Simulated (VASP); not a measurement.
Nb:

```xyz
1
Lattice="2.8820 0.0000 0.0000 -0.9607 2.7172 0.0000 -0.9607 -1.3586 2.3532" Properties=species:S:1:pos:R:3 pbc="T T T"
Nb    0.0000    0.0000    0.0000
```

```yaml
Program: VASP 6.6.1
Task: relaxation of volume and atoms at fixed shape
Functional: r2SCAN
Potentials_or_basis: VASP PAW PBE potentials, release 64 (Nb_sv)
Cutoff: 600 eV
k_mesh: 7 × 7 × 7
Occupations: methfessel-paxton, width 0.1 eV
Spin: no spin polarisation
```

At the start: pressure -2.4 GPa; volume 18.43 Å³/atom.

Question: How do energy, volume and symmetry change on relaxing?

Answer: Over 3 steps the energy falls by 2.2 meV/atom and the volume is 18.14 Å³/atom (-1.6 %); space group Im-3m (No. 229, to 0.05 Å).

Step by step:
```
step  energy change (eV)  largest force (eV/Å)  pressure (GPa)  volume (Å³)
   1              0.0000                0.0000           -2.43        18.43
   2              0.0035                0.0000            4.16        17.69
   3             -0.0022                0.0000           -0.03        18.14
```

Final structure:
```
Nb
1.0
     2.86707    0.00000    0.00000
    -0.95569    2.70310    0.00000
    -0.95569   -1.35155    2.34095
Nb
1
Direct
  0.00000 0.00000 0.00000
```

Caveat: the k points lie up to 0.38 Å⁻¹ apart in the final cell; the PAW data sets were made with another functional, which shifts forces and pressure a little.
